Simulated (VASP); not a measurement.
# BN (P6_3mc) in VASP: notebook

The runs below take BN through single point, with PBE.

Everything below comes from runs of VASP 6.6.1. Logs are shortened: lines on timing, memory, paths and dates and some standing lists are left out, and cuts for length are marked.

## Step 1: The cell of the first run

The structure is hexagonal, space group P6_3mc (No. 186). The conventional cell has a = 2.536 Å, b = 2.536 Å, c = 4.199 Å, α = 90.00°, β = 90.00°, γ = 120.00°. B (site symmetry 3m) has 4 N at 1.56 to 1.57 Å within 2.1 Å. N (site symmetry 3m) has 4 B at 1.56 to 1.57 Å within 2.1 Å.

## Step 2: Single point, PBE

File INCAR:

```
PREC = Accurate
ENCUT = 600
EDIFF = 1E-6
ISMEAR = 0
SIGMA = 0.01
LREAL = False
LASPH = True
NELM = 120
ALGO = Normal
ISIF = 2
LWAVE = False
LCHARG = True
GGA = PE
LELF = True
LVHAR = True
NBANDS = 16
GGA_COMPAT = False
```

File KPOINTS:

```
regular mesh
0
Gamma
  3 3 2
```

File POSCAR:

```
BN
1.0
    2.5360000000      0.0000000000      0.0000000000
   -1.2680000000      2.1962404240      0.0000000000
    0.0000000000      0.0000000000      4.1990000000
B N
2 2
Direct
    0.6666666667      0.3333333333      0.0000000000
    0.3333333333      0.6666666667      0.5000000000
    0.6666666667      0.3333333333      0.3750000000
    0.3333333333      0.6666666667      0.8750000000
```

Potentials or basis: VASP PAW PBE potentials, release 64 (B, N).

Run with:

```
cat potpaw_PBE.64/B/POTCAR potpaw_PBE.64/N/POTCAR > POTCAR
mpirun -np 1 vasp_std > vasp.out
```

OUTCAR:

```text
PREC = Accurate
   ENCUT = 600
   EDIFF = 1E-6
   ISMEAR = 0
   LREAL = False
   LASPH = True
   NELM = 120
   ISIF = 2
   GGA = PE

 ion  position               nearest neighbor table
   1  0.667  0.333  0.000-   4 1.56   4 1.56   4 1.56   3 1.57
   2  0.333  0.667  0.500-   3 1.56   3 1.56   3 1.56   4 1.57
   3  0.667  0.333  0.375-   2 1.56   2 1.56   2 1.56   1 1.57
   4  0.333  0.667  0.875-   1 1.56   1 1.56   1 1.56   2 1.57

  LATTYP: Found a hexagonal cell.
 ALAT       =     2.5360000000
 C/A-ratio  =     1.6557570978

  Lattice vectors:

 A1 = (   2.5360000000,   0.0000000000,   0.0000000000)
 A2 = (  -1.2680000000,   2.1962404240,   0.0000000000)
 A3 = (   0.0000000000,   0.0000000000,   4.1990000000)

Analysis of symmetry for initial positions (statically):
=====================================================================
 Subroutine PRICEL returns:
 Original cell was already a primitive cell.

 Routine SETGRP: Setting up the symmetry group for a
 hexagonal supercell.

 Subroutine GETGRP returns: Found 12 space group operations
 (whereof  6 operations were pure point group operations)
 out of a pool of 24 trial point group operations.

The static configuration has the point symmetry C_3v.
 The point group associated with its full space group is C_6v.

Analysis of symmetry for dynamics (positions and initial velocities):
=====================================================================
 Subroutine PRICEL returns:
 Original cell was already a primitive cell.

 Routine SETGRP: Setting up the symmetry group for a
 hexagonal supercell.

 Subroutine GETGRP returns: Found 12 space group operations
 (whereof  6 operations were pure point group operations)
 out of a pool of 24 trial point group operations.

The dynamic configuration has the point symmetry C_3v.
 The point group associated with its full space group is C_6v.

 Subroutine INISYM returns: Found 12 space group operations
 (whereof  6 operations are pure point group operations),
 and found     1 'primitive' translations

----------------------------------------------------------------------------------------

                                     Primitive cell

  volume of cell :      23.3870

  direct lattice vectors                    reciprocal lattice vectors
     2.536000000  0.000000000  0.000000000     0.394321767  0.227661778  0.000000000
    -1.268000000  2.196240424  0.000000000     0.000000000  0.455323556  0.000000000
     0.000000000  0.000000000  4.199000000     0.000000000  0.000000000  0.238151941

  length of vectors
     2.536000000  2.536000000  4.199000000     0.455323556  0.455323556  0.238151941

  position of ions in fractional coordinates (direct lattice)
     0.666666667  0.333333333  0.000000000
     0.333333333  0.666666667  0.500000000
     0.666666667  0.333333333  0.375000000
     0.333333333  0.666666667  0.875000000

  ion indices of the primitive-cell ions
   primitive index   ion index
                 1           1
                 2           2
                 3           3
                 4           4

----------------------------------------------------------------------------------------

 KPOINTS: regular mesh

Automatic generation of k-mesh.
 Grid dimensions read from file:
 generate k-points for:    3    3    2

 Generating k-lattice:

  Cartesian coordinates                     Fractional coordinates (reciprocal lattice)
     0.131440589  0.075887259  0.000000000     0.333333333  0.000000000  0.000000000
     0.000000000  0.151774519  0.000000000     0.000000000  0.333333333  0.000000000
     0.000000000  0.000000000  0.119075970     0.000000000  0.000000000  0.500000000

  Length of vectors
     0.151774519  0.151774519  0.119075970

  Shift w.r.t. Gamma in fractional coordinates (k-lattice)
     0.000000000  0.000000000  0.000000000

 Subroutine IBZKPT returns following result:
 ===========================================

 Found      6 irreducible k-points:

 Following reciprocal coordinates:
            Coordinates               Weight
  0.000000  0.000000  0.000000      1.000000
  0.333333  0.000000  0.000000      6.000000
  0.333333  0.333333  0.000000      2.000000
  0.000000  0.000000  0.500000      1.000000
  0.333333  0.000000  0.500000      6.000000
  0.333333  0.333333  0.500000      2.000000
   k-points           NKPTS =      6   k-points in BZ     NKDIM =      6   number of bands    NBANDS=     16
   number of dos      NEDOS =    301   number of ions     NIONS =      4
   total plane-waves  NPLWV =  14400
   dimension x,y,z NGX =    20 NGY =   20 NGZ =   36
   dimension x,y,z NGXF=    40 NGYF=   40 NGZF=   72
   ions per type =               2   2
   NGX,Y,Z   is equivalent  to a cutoff of  13.11, 13.11, 14.25 a.u.
   NGXF,Y,Z  is equivalent  to a cutoff of  26.22, 26.22, 28.51 a.u.
 SYSTEM =  unknown system
   PREC   = accura    normal or accurate (medium, high low for compatibility)
   ISTART =      0    job   : 0-new  1-cont  2-samecut
   ICHARG =      2    charge: 1-file 2-atom 10-const
   ISPIN  =      1    spin polarized calculation?
   LNONCOLLINEAR =      F non collinear calculations
   LSORBIT =      F    spin-orbit coupling
   LASPH  =      T    aspherical Exc in radial PAW
   ENCUT  =  600.0 eV  44.10 Ry    6.64 a.u.   5.07  5.07  8.39*2*pi/ulx,y,z
   NELM   =    120;   NELMIN=  2; NELMDL= -5     # of ELM steps
   EDIFF  = 0.1E-05   stopping-criterion for ELM
   LREAL  =      F    real-space projection
   EDIFFG = 0.1E-04   stopping-criterion for IOM
   NSW    =      0    number of steps for IOM
   IBRION =     -1    ionic relax: 0-MD 1-quasi-New 2-CG
   NFREE  =      0    steps in history (QN), initial steepest desc. (CG)
   ISIF   =      2    stress and relaxation
   ISYM   =      2    0-nonsym 1-usesym 2-fastsym
   POTIM  = 0.5000    time-step for ionic-motion
   TEBEG  =    0.0;   TEEND  =   0.0 temperature during run
   PSTRESS=    0.0 pullay stress
   NELECT =      16.0000    total number of electrons
   NUPDOWN=      -1.0000    fix difference up-down
   EMIN   =  10.00;   EMAX   =-10.00  energy-range for DOS
   EFERMI =   0.00;   METHOD = LEGACY
   ISMEAR =     0;   SIGMA  =   0.01  broadening in eV -4-tet -1-fermi 0-gaus
   EFERMI_NEDOS =   21; number of points for ismear=-14 and -15
   IALGO  =     38    algorithm
   IMIX   =      4    mixing-type and parameters
     AMIX     =   0.40;   BMIX     =  1.00
     AMIX_MAG =   1.60;   BMIX_MAG =  1.00
  volume/ion in A,a.u.               =       5.85        39.46
  Fermi-wavevector in a.u.,A,eV,Ry     =   1.442524  2.725976 28.312044  2.080877
  Thomas-Fermi vector in A             =   2.561035
   LORBIT       =      0    0 simple, 1 ext, 2 COOP (PROOUT), +10 PAW based schemes
   GGA     = PE    functional components
   LHFCALC =     F    Hartree Fock is set to
   AEXX    =    0.0000 exact exchange contribution
   IVDW    =     0    specifies the selected vdW correction
   LEPSILON=     F    determine dielectric tensor
   LRPA    =     F    only Hartree local field effects (RPA)
 non-spin polarized calculation
 Gauss-broadening in eV      SIGMA  =   0.01
  energy-cutoff  :      600.00
  volume of cell :       23.39
 maximum number of plane-waves:       801
   NGX = 11   NGY = 11   NGZ = 17

 number of electron      16.0000003 magnetization

 Free energy of the ion-electron system (eV)
  ---------------------------------------------------
  ext. energy  EPLUGINS =         0.00000000
  ---------------------------------------------------
  free energy    TOTEN  =       -34.43887336 eV

  energy without entropy =      -34.43887336  energy(sigma->0) =      -34.43887336

 E-fermi :   7.8400     XC(G=0): -12.8449

 val. band max:        7.7498654719   @ k =   0.0000   0.0000   0.0000
 cond. band min:      12.8984605416   @ k =   0.3333   0.3333   0.0000
 fundamental gap:      5.1485950697
 Fermi energy:         7.8400303277

 k-point     1 :       0.0000    0.0000    0.0000
  band No.  band energies     occupation
      1     -12.7986      2.00000
      2      -8.5938      2.00000
      3      -3.2958      2.00000
      4       5.6029      2.00000
      5       5.6029      2.00000
      6       7.4986      2.00000
[... 8 lines left out ...]
     15      19.6920      0.00000
     16      24.0875      0.00000

 k-point     2 :       0.3333    0.0000    0.0000
  band No.  band energies     occupation
      1     -10.4752      2.00000
      2      -7.1643      2.00000
      3      -1.0406      2.00000
      4      -0.5431      2.00000
      5       2.1645      2.00000
      6       3.2515      2.00000
[... 8 lines left out ...]
     15      23.6755      0.00000
     16      24.2853      0.00000

 k-point     3 :       0.3333    0.3333    0.0000
  band No.  band energies     occupation
      1      -7.4175      2.00000
      2      -7.4175      2.00000
      3      -1.6163      2.00000
      4       0.4720      2.00000
      5       0.4720      2.00000
      6       2.2095      2.00000
[... 8 lines left out ...]
     15      23.0470      0.00000
     16      23.0470      0.00000

 k-point     4 :       0.0000    0.0000    0.5000
  band No.  band energies     occupation
      1     -11.3297      2.00000
      2     -11.3297      2.00000
      3       1.9766      2.00000
      4       1.9766      2.00000
      5       6.5598      2.00000
      6       6.5598      2.00000
[... 8 lines left out ...]
     15      21.1395      0.00000
     16      21.1395      0.00000

 k-point     5 :       0.3333    0.0000    0.5000
  band No.  band energies     occupation
      1      -9.1950      2.00000
      2      -9.1950      2.00000
      3      -0.2281      2.00000
      4      -0.2281      2.00000
      5       3.7230      2.00000
      6       3.7230      2.00000
[... 8 lines left out ...]
     15      23.6314      0.00000
     16      23.6314      0.00000

 k-point     6 :       0.3333    0.3333    0.5000
  band No.  band energies     occupation
      1      -7.2637      2.00000
      2      -7.2637      2.00000
      3      -1.1741      2.00000
      4      -1.1741      2.00000
      5      -0.1029      2.00000
      6      -0.1029      2.00000
[... 8 lines left out ...]
     15      24.5733      0.00000
     16      24.5733      0.00000

------------------------ aborting loop because EDIFF is reached ----------------------------------------

  FORCE on cell =-STRESS in cart. coord.  units (eV):
  Direction    XX          YY          ZZ          XY          YZ          ZX
  --------------------------------------------------------------------------------------
  -------------------------------------------------------------------------------------
  Total        1.7684801      1.7684801      0.7902392      0.0000000      0.0000000      0.0000000
  in kB      121.1534410    121.1534410     54.1369921      0.0000000      0.0000000      0.0000000
  external PRESSURE =      98.8146247 kB  Pullay stress =       0.0000000 kB

 VOLUME and BASIS-vectors are now :
 -----------------------------------------------------------------------------
  energy-cutoff  :      600.00
  volume of cell :       23.39
      direct lattice vectors                 reciprocal lattice vectors
     2.536000000  0.000000000  0.000000000     0.394321767  0.227661778  0.000000000
    -1.268000000  2.196240424  0.000000000     0.000000000  0.455323556  0.000000000
     0.000000000  0.000000000  4.199000000     0.000000000  0.000000000  0.238151941

 POSITION                                       TOTAL-FORCE (eV/Angst)
 -----------------------------------------------------------------------------------
      1.26800      0.73208      0.00000        -0.000000     -0.000000     -0.181779
     -0.00000      1.46416      2.09950        -0.000000      0.000000     -0.181779
      1.26800      0.73208      1.57462         0.000000      0.000000      0.181779
     -0.00000      1.46416      3.67413        -0.000000      0.000000      0.181779
 -----------------------------------------------------------------------------------
    total drift:                               -0.000000     -0.000000     -0.000492

  FREE ENERGIE OF THE ION-ELECTRON SYSTEM (eV)
  ---------------------------------------------------
  free  energy   TOTEN  =       -34.4388733550 eV

  energy  without entropy=      -34.4388733550  energy(sigma->0) =      -34.43887336
```

Wall time 5 s (1 thread of Intel Xeon Platinum 8488C (Sapphire Rapids), shared host); peak memory 0.13 GiB.

What came out:

```yaml
Free_energy: -34.4389 eV
Pressure: 9.9 GPa
Largest_force: 0.182 eV/Å
Band_gap_on_the_k_mesh: 5.15 eV, indirect (least direct gap 8.38 eV)
```

Forces in eV/Å, atoms in the order of the input:
```
B    0.000  0.000 -0.182
B    0.000  0.000 -0.182
N    0.000  0.000  0.182
N    0.000  0.000  0.182
```

Stress tensor (GPa, compression positive):
```
12.12  0.00  0.00
 0.00 12.12  0.00
 0.00  0.00  5.41
```

Caveat: the k points lie up to 0.95 Å⁻¹ apart.

## Step 3: Single point, PBE

File INCAR:

```
  PREC = Accurate
  ENCUT = 600
  EDIFF = 1E-6
  ISMEAR = 0
  SIGMA = 0.01
  LREAL = F
  LASPH = T
  NELM = 120
  ALGO = Normal
  ISIF = 2
  LWAVE = F
  LCHARG = F
  GGA = PE
  NBANDS = 16
  GGA_COMPAT = F
```

File KPOINTS:

```
Automatic mesh
0
Gamma
  5 5 3
```

POSCAR is that of step 2.

Potentials or basis: VASP PAW PBE potentials, release 64 (B, N).

Run with:

```
cat potpaw_PBE.64/B/POTCAR potpaw_PBE.64/N/POTCAR > POTCAR
mpirun -np 1 vasp_std > vasp.out
```

It took 4.9 s on 1 thread of Intel Xeon Platinum 8488C (Sapphire Rapids), shared host; peak memory 0.13 GiB.

Results (log left out):

```yaml
Free_energy: -34.8063 eV
Pressure: 8.1 GPa
Largest_force: 0.044 eV/Å
Band_gap_on_the_k_mesh: 6.00 eV, indirect (least direct gap 8.43 eV)
```

Forces in eV/Å, atoms in the order of the input:
```
B    0.000  0.000  0.044
B    0.000  0.000  0.044
N    0.000  0.000 -0.044
N    0.000  0.000 -0.044
```

Stress tensor (GPa, compression positive):
```
8.59 0.00 0.00
0.00 8.59 0.00
0.00 0.00 7.08
```

Levels at points of the mesh, in eV from the valence-band top:
```
           k point  band 5  band 6  band 7  band 8  band 9  band 10  band 11  band 12
(0.00, 0.00, 0.00)   -2.14   -0.25    0.00    0.00    8.44     8.44     8.62     9.69
```

Caveat: the k points lie up to 0.57 Å⁻¹ apart. A k mesh can miss the band edges.
